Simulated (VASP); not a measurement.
Input of a VASP 6.6.1 run:

The input POSCAR:

```
SnO
1.0
    3.8151768025      0.0000000000      0.0000000000
    0.0000000000      3.8151768025      0.0000000000
    0.0000000000      0.0000000000      5.0615776797
Sn O
2 2
Direct
    0.5000000000      0.0000000000      0.2269651705
    0.0000000000      0.5000000000      0.7730348295
    0.0000000000      0.0000000000      0.0000000000
    0.5000000000      0.5000000000      0.0000000000
```

The input INCAR.step1:

```
SYSTEM = SnO
PREC = Accurate ; ENCUT = 520
ISMEAR = 0 ; SIGMA = 0.01
LREAL = .False. ; LASPH = .True.
NELM = 80 ; NBANDS = 28
GGA = PE ; ALGO = Normal
EDIFF = 1E-4 ; LWAVE = .True.
LCHARG = .False.
```

Contents of INCAR.step2:

```
SYSTEM = SnO
PREC = Accurate ; ENCUT = 520
EDIFF = 1E-7 ; ISMEAR = 0
SIGMA = 0.01 ; LREAL = .False.
LASPH = .True. ; NELM = 80
ALGO = Normal ; ISIF = 2
LWAVE = .False. ; LCHARG = .False.
METAGGA = R2SCAN ; LMIXTAU = .True.
NBANDS = 28 ; ISTART = 1
```

The input KPOINTS:

```
regular mesh
0
Gamma
  10 10 8
  0 0 0
```

Potentials or basis: VASP PAW PBE potentials, release 64 (Sn_d, O).

The run is started by

```console
$ cat potpaw_PBE.64/Sn_d/POTCAR potpaw_PBE.64/O/POTCAR > POTCAR
$ cp INCAR.step1 INCAR
$ mpirun -np 1 vasp_std > vasp.out
$ cp INCAR.step2 INCAR
$ mpirun -np 1 vasp_std > vasp.out
```

(1) Predict the band gap on the k mesh.

(2) Estimate the pressure.

Answers

(1) 0.59 eV, indirect (least direct gap 2.28 eV).

(2) -0.1 GPa.

Caveat: the PAW data sets were made with another functional, which shifts forces and pressure a little; spin-orbit coupling is left out, which moves the levels of the heavy elements.
